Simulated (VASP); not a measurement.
# C (Im-3m) in VASP: notebook, part 2 of 2

VASP 6.6.1.

**3. Relaxation of cell and atoms, PBE, target pressure 96 GPa, at which the enthalpy is minimised**

This run uses another cell than the first one, of 5.20 Å³/atom.

INCAR

```
SYSTEM = C
  ALGO = Normal
  EDIFF = 1E-7
  EDIFFG = -0.005
  ENCUT = 600
  GGA = PE
  IBRION = 2
  ISIF = 3
  ISMEAR = -1
  LASPH = .True.
  LCHARG = .False.
  LREAL = .False.
  LWAVE = .False.
  NELM = 60
  NSW = 60
  PREC = Accurate
  PSTRESS = 960.0
  SIGMA = 0.1
```

KPOINTS

```
k-points
0
Gamma
  25 25 25
  0 0 0
```

POSCAR

```
C
1.0
   -1.0914773979      1.0914773979      1.0914773979
    1.0914773979     -1.0914773979      1.0914773979
    1.0914773979      1.0914773979     -1.0914773979
C
1
Direct
    0.0000000000      0.0000000000      0.0000000000
```

Potentials or basis: VASP PAW PBE potentials, release 64 (C).

Run with:

```bash
cat potpaw_PBE.64/C/POTCAR > POTCAR
mpirun -np 1 vasp_std > vasp.out
```

OUTCAR:

```text
SYSTEM = C
   EDIFF = 1E-7
   EDIFFG = -0.005
   ENCUT = 600
   GGA = PE
   IBRION = 2
   ISIF = 3
   ISMEAR = -1
   LASPH = .True.
   LREAL = .False.
   NELM = 60
   NSW = 60
   PREC = Accurate
   PSTRESS = 960.0

 ion  position               nearest neighbor table
   1  0.000  0.000  0.000-

  LATTYP: Found a body centered cubic cell.
 ALAT       =     2.1829547958

  Lattice vectors:

 A1 = (  -1.0914773979,   1.0914773979,   1.0914773979)
 A2 = (   1.0914773979,  -1.0914773979,   1.0914773979)
 A3 = (   1.0914773979,   1.0914773979,  -1.0914773979)

Analysis of symmetry for initial positions (statically):
=====================================================================
 Subroutine PRICEL returns:
 Original cell was already a primitive cell.

 Routine SETGRP: Setting up the symmetry group for a
 body centered cubic supercell.

 Subroutine GETGRP returns: Found 48 space group operations
 (whereof 48 operations were pure point group operations)
 out of a pool of 48 trial point group operations.

The static configuration has the point symmetry O_h .

Analysis of symmetry for dynamics (positions and initial velocities):
=====================================================================
 Subroutine PRICEL returns:
 Original cell was already a primitive cell.

 Routine SETGRP: Setting up the symmetry group for a
 body centered cubic supercell.

 Subroutine GETGRP returns: Found 48 space group operations
 (whereof 48 operations were pure point group operations)
 out of a pool of 48 trial point group operations.

The dynamic configuration has the point symmetry O_h .

 Subroutine INISYM returns: Found 48 space group operations
 (whereof 48 operations are pure point group operations),
[... 118 lines left out ...]
   LORBIT       =      0    0 simple, 1 ext, 2 COOP (PROOUT), +10 PAW based schemes
   GGA     = PE    functional components
   LHFCALC =     F    Hartree Fock is set to
   AEXX    =    0.0000 exact exchange contribution
   IVDW    =     0    specifies the selected vdW correction
   LEPSILON=     F    determine dielectric tensor
   LRPA    =     F    only Hartree local field effects (RPA)
 conjugate gradient relaxation of ions
 non-spin polarized calculation
  energy-cutoff  :      600.00
  volume of cell :        5.20
 maximum number of plane-waves:       181
   NGX =  7   NGY =  7   NGZ =  7

--------------------------------------- Ionic step        1  -------------------------------------------

 number of electron       4.0000000 magnetization

 Free energy of the ion-electron system (eV)
  ---------------------------------------------------
  ext. energy  EPLUGINS =         0.00000000
  ---------------------------------------------------
  free energy    TOTEN  =        -4.58602161 eV

  energy without entropy =       -4.57571895  energy(sigma->0) =       -4.58087028

------------------------ aborting loop because EDIFF is reached ----------------------------------------

  FORCE on cell =-STRESS in cart. coord.  units (eV):
  Direction    XX          YY          ZZ          XY          YZ          ZX
  --------------------------------------------------------------------------------------
  -------------------------------------------------------------------------------------
  Total        2.5339154      2.5339154      2.5339154      0.0000000      0.0000000      0.0000000
  in kB      780.5459191    780.5459191    780.5459191      0.0000000      0.0000000      0.0000000
  external PRESSURE =    -179.4540809 kB  Pullay stress =     960.0000000 kB
[... 98 lines left out ...]
--------------------------------------- Ionic step        4  -------------------------------------------

 number of electron       4.0000000 magnetization

 Free energy of the ion-electron system (eV)
  ---------------------------------------------------
  ext. energy  EPLUGINS =         0.00000000
  ---------------------------------------------------
  free energy    TOTEN  =        -4.48412365 eV

  energy without entropy =       -4.47397592  energy(sigma->0) =       -4.47904979

 E-fermi :  13.0166     XC(G=0): -14.5651

 val. band max:       12.9685789845   @ k =  -0.2400   0.4400   0.0400
 cond. band min:      13.0167349544   @ k =  -0.3200   0.4800   0.0800
 fundamental gap:      0.0481559698
 Fermi energy:        13.0166414348

 k-point     1 :       0.0000    0.0000    0.0000
  band No.  band energies     occupation
      1     -10.9882      2.00000
      2      25.0453      0.00000
      3      25.0453      0.00000
      4      25.0453      0.00000
      5      51.1600      0.00000
      6      51.1600      0.00000
[... 199 lines left out ...]
 k-point    24 :       0.4400    0.0400    0.0000
  band No.  band energies     occupation
      1      -0.0066      2.00000
      2       4.8854      2.00000
      3      18.5319      0.00000
      4      22.6526      0.00000
      5      38.7108      0.00000
      6      39.3076      0.00000

 [... further k-points ...]

------------------------ aborting loop because EDIFF is reached ----------------------------------------

  FORCE on cell =-STRESS in cart. coord.  units (eV):
  Direction    XX          YY          ZZ          XY          YZ          ZX
  --------------------------------------------------------------------------------------
  -------------------------------------------------------------------------------------
  Total        3.0087696      3.0087696      3.0087696      0.0000000     -0.0000000      0.0000000
  in kB      961.5662324    961.5662324    961.5662324      0.0000000     -0.0000000      0.0000000
  external PRESSURE =       1.5662324 kB  Pullay stress =     960.0000000 kB
[... 20 lines left out ...]
  energy  without entropy=       -4.4739759220  energy(sigma->0) =       -4.47904979

  enthalpy is  TOTEN    =        -1.4802548654 eV   P V=        3.0038687881

 reached required accuracy - stopping structural energy minimisation
```

OSZICAR:

```text
N       E                     dE             d eps       ncg     rms          rms(c)
DAV:   1    -0.152480675285E+01   -0.15248E+01   -0.29150E+03  5988   0.754E+02
DAV:   2    -0.456735607483E+01   -0.30425E+01   -0.27485E+01  7350   0.498E+01
[... 23 lines left out ...]
   3 F= -.14802542E+01 E0= -.14751777E+01  d E =-.107164E-01
       N       E                     dE             d eps       ncg     rms          rms(c)
DAV:   1    -0.448412473965E+01    0.21799E-02   -0.87136E-05  5460   0.847E-02    0.797E-03
DAV:   2    -0.448412400000E+01    0.73964E-06   -0.38419E-07  5826   0.669E-03    0.435E-03
DAV:   3    -0.448412365202E+01    0.34799E-06   -0.48196E-07  5472   0.575E-03    0.489E-04
DAV:   4    -0.448412365351E+01   -0.14875E-08   -0.37556E-10  2754   0.290E-04
   4 F= -.14802549E+01 E0= -.14751810E+01  d E =-.107171E-01
```

CONTCAR:

```text
C
   1.00000000000000
    -1.0781688298968244    1.0781688298968244    1.0781688298968244
     1.0781688298968244   -1.0781688298968244    1.0781688298968244
     1.0781688298968244    1.0781688298968244   -1.0781688298968244
  C
     1
Direct
     0.0000000000000000    1.0000000000000000    0.0000000000000000

  0.00000000E+00  0.00000000E+00  0.00000000E+00
```

Wall time 18 s (1 thread of Intel Xeon 8259CL, shared host); peak memory 0.12 GiB.

What came out:

* Free energy: -4.4841 eV
* Relaxed volume: 5.01 Å³/atom
* Relaxed cell: a = 1.867 Å, b = 1.867 Å, c = 1.867 Å, α = 109.47°, β = 109.47°, γ = 109.47°
* Space group after relaxing (to 0.1 Å): Im-3m (No. 229)
* Energy change on relaxing (the run minimises the enthalpy): +101.9 meV/atom
* Ionic steps: 4
* Pressure after relaxing: 96.2 GPa
* Band gap on the k mesh: zero (bands 2 and 3 overlap by 17.16 eV)

Step by step:
```tsv
step	energy change (eV)	largest force (eV/Å)	pressure (GPa)	volume (Å³)
1	0.0000	0.0000	78.05	5.20
2	0.2647	0.0000	123.68	4.77
3	0.0997	0.0000	95.78	5.02
4	0.1019	0.0000	96.16	5.01
```

Final structure:
```
C
1.0
    -1.07817    1.07817    1.07817
     1.07817   -1.07817    1.07817
     1.07817    1.07817   -1.07817
C
1
Cartesian
  1.0782 -1.0782 1.0782
```

Caveat: the cell is relaxed towards a set pressure, so the run minimises the enthalpy, not the energy.
